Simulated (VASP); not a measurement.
# C (P6_3/mmc) in VASP: further runs

C is run at these levels: PBE; tasks: relaxation of cell and atoms.

All numbers are computed with VASP 6.6.1; they aren't measurements. Logs are shortened: lines on timing, memory, paths and dates and some standing lists are left out, and cuts for length are marked.

**1. The cell of the first run**

The structure is hexagonal, space group P6_3/mmc (No. 194). Conventional cell: a = 2.120 Å, b = 2.120 Å, c = 3.462 Å, α = 90.00°, β = 90.00°, γ = 120.00°. Within 2.8 Å of C (site symmetry -6m2) lie 12 C at 2.12 Å.

**2. Relaxation of cell and atoms, PBE**

Input file INCAR:

```
PREC     = Accurate       # precision mode
ENCUT    = 600            # plane-wave cutoff, eV
EDIFF    = 1E-6           # SCF threshold, eV
ISMEAR   = 0              # smearing method
SIGMA    = 0.02           # smearing width, eV
LREAL    = False          # projectors in reciprocal space
LASPH    = True           # aspherical terms in the spheres
NELM     = 80             # most SCF steps
ALGO     = Normal         # electronic algorithm
ISIF     = 3              # what is computed and relaxed
LWAVE    = False          # write WAVECAR
LCHARG   = False          # write CHGCAR
GGA      = PE             # functional
IBRION   = 2              # ionic algorithm
NSW      = 80             # ionic steps
EDIFFG   = -0.02          # ionic threshold
```

Input file KPOINTS:

```
Automatic mesh
0
Gamma
  11 11 6
```

Input file POSCAR:

```
C
1.0
    2.1200000000      0.0000000000      0.0000000000
   -1.0600000000      1.8359738560      0.0000000000
    0.0000000000      0.0000000000      3.4619600000
C
2
Direct
    0.3333333333      0.6666666667      0.2500000000
    0.6666666667      0.3333333333      0.7500000000
```

Potentials or basis: VASP PAW PBE potentials, release 64 (C).

Launch:

```
> cat potpaw_PBE.64/C/POTCAR > POTCAR
> mpirun -np 1 vasp_std > vasp.out
```

OUTCAR:

```text
PREC = Accurate
   ENCUT = 600
   EDIFF = 1E-6
   ISMEAR = 0
   LREAL = False
   LASPH = True
   NELM = 80
   ISIF = 3
   GGA = PE
   IBRION = 2
   NSW = 80
   EDIFFG = -0.02

 ion  position               nearest neighbor table
   1  0.333  0.667  0.250-
   2  0.667  0.333  0.750-

  LATTYP: Found a hexagonal cell.
 ALAT       =     2.1200000000
 C/A-ratio  =     1.6330000000

  Lattice vectors:

 A1 = (   2.1200000000,   0.0000000000,   0.0000000000)
 A2 = (  -1.0600000000,   1.8359738560,   0.0000000000)
 A3 = (   0.0000000000,   0.0000000000,   3.4619600000)

Analysis of symmetry for initial positions (statically):
=====================================================================
 Subroutine PRICEL returns:
 Original cell was already a primitive cell.

 Routine SETGRP: Setting up the symmetry group for a
 hexagonal supercell.

 Subroutine GETGRP returns: Found 24 space group operations
 (whereof 12 operations were pure point group operations)
 out of a pool of 24 trial point group operations.

The static configuration has the point symmetry D_3d.
 The point group associated with its full space group is D_6h.

Analysis of symmetry for dynamics (positions and initial velocities):
=====================================================================
 Subroutine PRICEL returns:
 Original cell was already a primitive cell.

 Routine SETGRP: Setting up the symmetry group for a
 hexagonal supercell.

 Subroutine GETGRP returns: Found 24 space group operations
 (whereof 12 operations were pure point group operations)
 out of a pool of 24 trial point group operations.

The dynamic configuration has the point symmetry D_3d.
 The point group associated with its full space group is D_6h.

 Subroutine INISYM returns: Found 24 space group operations
 (whereof 12 operations are pure point group operations),
 and found     1 'primitive' translations

----------------------------------------------------------------------------------------

                                     Primitive cell

  volume of cell :      13.4749

  direct lattice vectors                    reciprocal lattice vectors
     2.120000000  0.000000000  0.000000000     0.471698113  0.272335033  0.000000000
    -1.060000000  1.835973856  0.000000000     0.000000000  0.544670065  0.000000000
     0.000000000  0.000000000  3.461960000     0.000000000  0.000000000  0.288853713

  length of vectors
     2.120000000  2.120000000  3.461960000     0.544670065  0.544670065  0.288853713

  position of ions in fractional coordinates (direct lattice)
     0.333333333  0.666666667  0.250000000
     0.666666667  0.333333333  0.750000000

  ion indices of the primitive-cell ions
   primitive index   ion index
                 1           1
                 2           2

----------------------------------------------------------------------------------------

 KPOINTS: Automatic mesh

Automatic generation of k-mesh.
 Grid dimensions read from file:
 generate k-points for:   11   11    6

 Generating k-lattice:

  Cartesian coordinates                     Fractional coordinates (reciprocal lattice)
     0.042881647  0.024757730  0.000000000     0.090909091 -0.000000000  0.000000000
     0.000000000  0.049515460  0.000000000     0.000000000  0.090909091  0.000000000
     0.000000000  0.000000000  0.048142285     0.000000000  0.000000000  0.166666667

  Length of vectors
     0.049515460  0.049515460  0.048142285

  Shift w.r.t. Gamma in fractional coordinates (k-lattice)
     0.000000000  0.000000000  0.000000000

 Subroutine IBZKPT returns following result:
 ===========================================

 Found     64 irreducible k-points:

 Following reciprocal coordinates:
            Coordinates               Weight
  0.000000  0.000000  0.000000      1.000000
  0.090909  0.000000  0.000000      6.000000
  0.181818  0.000000  0.000000      6.000000
  0.272727  0.000000  0.000000      6.000000
  0.363636  0.000000  0.000000      6.000000
  0.454545  0.000000  0.000000      6.000000
[... 16 lines left out ...]
  0.090909  0.090909  0.166667     12.000000
  0.181818  0.090909  0.166667     24.000000
 [... further k-points ...]
   k-points           NKPTS =     64   k-points in BZ     NKDIM =     64   number of bands    NBANDS=      8
   number of dos      NEDOS =    301   number of ions     NIONS =      2
   total plane-waves  NPLWV =   9072
   dimension x,y,z NGX =    18 NGY =   18 NGZ =   28
   dimension x,y,z NGXF=    36 NGYF=   36 NGZF=   56
   ions per type =               2
   NGX,Y,Z   is equivalent  to a cutoff of  14.12, 14.12, 13.45 a.u.
   NGXF,Y,Z  is equivalent  to a cutoff of  28.23, 28.23, 26.89 a.u.
 SYSTEM =  unknown system
   PREC   = accura    normal or accurate (medium, high low for compatibility)
   ISTART =      0    job   : 0-new  1-cont  2-samecut
   ICHARG =      2    charge: 1-file 2-atom 10-const
   ISPIN  =      1    spin polarized calculation?
   LNONCOLLINEAR =      F non collinear calculations
   LSORBIT =      F    spin-orbit coupling
   LASPH  =      T    aspherical Exc in radial PAW
   ENCUT  =  600.0 eV  44.10 Ry    6.64 a.u.   4.23  4.23  6.91*2*pi/ulx,y,z
   NELM   =     80;   NELMIN=  2; NELMDL= -5     # of ELM steps
   EDIFF  = 0.1E-05   stopping-criterion for ELM
   LREAL  =      F    real-space projection
   EDIFFG = -.2E-01   stopping-criterion for IOM
   NSW    =     80    number of steps for IOM
   IBRION =      2    ionic relax: 0-MD 1-quasi-New 2-CG
   NFREE  =      1    steps in history (QN), initial steepest desc. (CG)
   ISIF   =      3    stress and relaxation
   ISYM   =      2    0-nonsym 1-usesym 2-fastsym
   POTIM  = 0.5000    time-step for ionic-motion
   TEBEG  =    0.0;   TEEND  =   0.0 temperature during run
   PSTRESS=    0.0 pullay stress
   NELECT =       8.0000    total number of electrons
   NUPDOWN=      -1.0000    fix difference up-down
   EMIN   =  10.00;   EMAX   =-10.00  energy-range for DOS
   EFERMI =   0.00;   METHOD = LEGACY
   ISMEAR =     0;   SIGMA  =   0.02  broadening in eV -4-tet -1-fermi 0-gaus
   EFERMI_NEDOS =   21; number of points for ismear=-14 and -15
   IALGO  =     38    algorithm
   IMIX   =      4    mixing-type and parameters
     AMIX     =   0.40;   BMIX     =  1.00
     AMIX_MAG =   1.60;   BMIX_MAG =  1.00
  volume/ion in A,a.u.               =       6.74        45.47
  Fermi-wavevector in a.u.,A,eV,Ry     =   1.375931  2.600133 25.758365  1.893186
  Thomas-Fermi vector in A             =   2.501222
   LORBIT       =      0    0 simple, 1 ext, 2 COOP (PROOUT), +10 PAW based schemes
   GGA     = PE    functional components
   LHFCALC =     F    Hartree Fock is set to
   AEXX    =    0.0000 exact exchange contribution
   IVDW    =     0    specifies the selected vdW correction
   LEPSILON=     F    determine dielectric tensor
   LRPA    =     F    only Hartree local field effects (RPA)
 conjugate gradient relaxation of ions
 non-spin polarized calculation
 Gauss-broadening in eV      SIGMA  =   0.02
  energy-cutoff  :      600.00
  volume of cell :       13.47
 maximum number of plane-waves:       462
 NGX is ok and might be reduce to    18
   NGX =  9   NGY =  9   NGZ = 13

--------------------------------------- Ionic step        1  -------------------------------------------

 number of electron       8.0000000 magnetization

 Free energy of the ion-electron system (eV)
  ---------------------------------------------------
  ext. energy  EPLUGINS =         0.00000000
  ---------------------------------------------------
  free energy    TOTEN  =        -9.46302250 eV

  energy without entropy =       -9.46230677  energy(sigma->0) =       -9.46266463

------------------------ aborting loop because EDIFF is reached ----------------------------------------

  FORCE on cell =-STRESS in cart. coord.  units (eV):
  Direction    XX          YY          ZZ          XY          YZ          ZX
  --------------------------------------------------------------------------------------
  -------------------------------------------------------------------------------------
  Total       -0.0779087     -0.0779087      1.3200136      0.0000000     -0.0000000      0.0000000
  in kB       -9.2634395     -9.2634395    156.9511789      0.0000000     -0.0000000      0.0000000
  external PRESSURE =      46.1414333 kB  Pullay stress =       0.0000000 kB
[... 89 lines left out ...]
  FREE ENERGIE OF THE ION-ELECTRON SYSTEM (eV)
  ---------------------------------------------------
  free  energy   TOTEN  =        -9.4978860585 eV

  energy  without entropy=       -9.4976529996  energy(sigma->0) =       -9.49776953

[... ionic steps 4 to 9 ...]

--------------------------------------- Ionic step       10  -------------------------------------------

 number of electron       8.0000000 magnetization

------------------------ aborting loop because EDIFF is reached ----------------------------------------

  FORCE on cell =-STRESS in cart. coord.  units (eV):
  Direction    XX          YY          ZZ          XY          YZ          ZX
  --------------------------------------------------------------------------------------
  -------------------------------------------------------------------------------------
  Total       -0.0612950     -0.0612950     -0.2778655     -0.0000000     -0.0000000      0.0000000
  in kB       -6.9935561     -6.9935561    -31.7035099     -0.0000000     -0.0000000      0.0000000
  external PRESSURE =     -15.2302074 kB  Pullay stress =       0.0000000 kB
[... 57 lines left out ...]
  energy  without entropy=       -9.5048667345  energy(sigma->0) =       -9.50490257

--------------------------------------- Ionic step       12  -------------------------------------------

 number of electron       8.0000000 magnetization

 Free energy of the ion-electron system (eV)
  ---------------------------------------------------
  ext. energy  EPLUGINS =         0.00000000
  ---------------------------------------------------
  free energy    TOTEN  =        -9.50500518 eV

  energy without entropy =       -9.50493350  energy(sigma->0) =       -9.50496934

 E-fermi :   8.1236     XC(G=0): -12.9259

 val. band max:        8.0577877310   @ k =   0.4545   0.0000   0.1667
 cond. band min:       8.1431945719   @ k =   0.3636   0.0909   0.0000
 fundamental gap:      0.0854068409
 Fermi energy:         8.1236362298

 k-point     1 :       0.0000    0.0000    0.0000
  band No.  band energies     occupation
      1     -11.1525      2.00000
      2      -2.6894      2.00000
      3      -1.1594      2.00000
      4      15.4724      0.00000
      5      15.7410      0.00000
      6      15.7410      0.00000
      7      17.1282      0.00000
      8      17.1282      0.00000
[... 243 lines left out ...]
 k-point    24 :       0.1818    0.0909    0.1667
  band No.  band energies     occupation
      1      -8.6874      2.00000
      2      -2.7052      2.00000
      3       3.3492      2.00000
      4       9.8864      0.00000
      5      12.0987      0.00000
      6      13.5017      0.00000
      7      14.5545      0.00000
      8      15.3029      0.00000

 [... further k-points ...]
[... 5 lines left out ...]
  --------------------------------------------------------------------------------------
  -------------------------------------------------------------------------------------
  Total       -0.0032518     -0.0032518     -0.0005612      0.0000000     -0.0000000      0.0000000
  in kB       -0.3744596     -0.3744596     -0.0646265      0.0000000     -0.0000000      0.0000000
  external PRESSURE =      -0.2711819 kB  Pullay stress =       0.0000000 kB
[... 17 lines left out ...]
  FREE ENERGIE OF THE ION-ELECTRON SYSTEM (eV)
  ---------------------------------------------------
  free  energy   TOTEN  =        -9.5050051805 eV

  energy  without entropy=       -9.5049335007  energy(sigma->0) =       -9.50496934

 reached required accuracy - stopping structural energy minimisation
```

Run time: 48 s. Hardware: 1 thread of Intel Xeon Platinum 8375C at 2.90GHz (Ice Lake), shared host; peak memory 0.12 GiB.

What came out:

```yaml
Free_energy: -9.5050 eV
Relaxed_volume: 6.96 Å³/atom
Relaxed_cell: a = 2.094 Å, b = 2.094 Å, c = 3.665 Å, α = 90.00°, β = 90.00°, γ = 120.00°
Space_group_after_relaxing_to_0.05_Å: P6_3/mmc (No. 194)
Energy_gained_by_relaxing: 21.0 meV/atom
Ionic_steps: 12
Pressure_after_relaxing: 0.0 GPa
Band_gap_on_the_k_mesh: zero (band 4 reaches 15.47 eV, above the bottom of band 5 at 4.45 eV)
```

The path:
| step | energy change (eV) | largest force (eV/Å) | pressure (GPa) | volume (Å³) |
| --- | --- | --- | --- | --- |
| 1 | 0.0000 | 0.0000 | 4.61 | 13.47 |
| 2 | -0.0287 | 0.0000 | 0.87 | 13.85 |
| 3 | -0.0349 | 0.0000 | -4.20 | 14.36 |
| 4 | -0.0374 | 0.0000 | -3.76 | 14.28 |
| 5 | -0.0362 | 0.0000 | -1.69 | 14.07 |
| 6 | -0.0385 | 0.0000 | -2.73 | 14.17 |
| 7 | -0.0385 | 0.0000 | -3.03 | 14.20 |
| 8 | -0.0407 | 0.0000 | -0.17 | 13.96 |
| 9 | -0.0411 | 0.0000 | -1.33 | 14.02 |
| 10 | -0.0411 | 0.0000 | -1.52 | 14.04 |
| 11 | -0.0419 | 0.0000 | 0.45 | 13.88 |
| 12 | -0.0420 | 0.0000 | -0.03 | 13.91 |

Final structure:
```
C
1.0
     2.09358    0.00000    0.00000
    -1.04679    1.81309    0.00000
     0.00000    0.00000    3.66536
C
2
Cartesian
  0.0000 1.2087 0.9163
  1.0468 0.6044 2.7490
```

**3. Relaxation of cell and atoms, PBE**

This run uses another cell than the first one, of 6.96 Å³/atom, 1.033 times its volume.

Input file INCAR:

```
SYSTEM = C
ALGO = Normal
EDIFF = 1E-6
EDIFFG = -0.02
ENCUT = 600
GGA = PE
IBRION = 2
ISIF = 3
ISMEAR = 0
LASPH = .True.
LCHARG = .False.
LREAL = .False.
LWAVE = .False.
NELM = 100
NSW = 80
PREC = Accurate
SIGMA = 0.02
```

Input file KPOINTS:

```
k-points
0
Gamma
  11 11 6
  0 0 0
```

Input file POSCAR:

```
C
1.0
    2.0935963307      0.0000000000      0.0000000000
   -1.0467981653      1.8131076077      0.0000000000
    0.0000000000      0.0000000000      3.6652120994
C
2
Direct
    0.3333333333      0.6666666667      0.2500000000
    0.6666666667      0.3333333333      0.7500000000
```

Potentials or basis: VASP PAW PBE potentials, release 64 (C).

Launch:

```
> cat potpaw_PBE.64/C/POTCAR > POTCAR
> mpirun -np 1 vasp_std > vasp.out
```

It took 9.9 s on 1 thread of Intel Xeon Platinum 8375C at 2.90GHz (Ice Lake), shared host; peak memory 0.12 GiB.

The run converged. Its results:

```yaml
Free_energy: -9.5056 eV
Pressure_after_relaxing: -0.1 GPa
Band_gap_on_the_k_mesh: zero (band 4 reaches 15.47 eV, above the bottom of band 5 at 4.45 eV)
```

Final structure:
```xyz
2
Lattice="2.0936 0.0000 0.0000 -1.0468 1.8131 0.0000 0.0000 0.0000 3.6652" Properties=species:S:1:pos:R:3 pbc="T T T"
C     0.0000    1.2087    0.9163
C     1.0468    0.6044    2.7489
```

Levels at points of the mesh, in eV from the Fermi level:
| k point | band 1 | band 2 | band 3 | band 4 | band 5 | band 6 | band 7 | band 8 |
| --- | --- | --- | --- | --- | --- | --- | --- | --- |
| (0.00, 0.00, 0.00) | -19.28 | -10.81 | -9.28 | 7.35 | 7.62 | 7.62 | 9.00 | 9.00 |
| (0.00, 0.00, 0.50) | -16.95 | -16.95 | 0.27 | 0.27 | 8.30 | 8.30 | 8.30 | 8.30 |

Caveat: the relaxation stopped at its first step, so nothing moved.
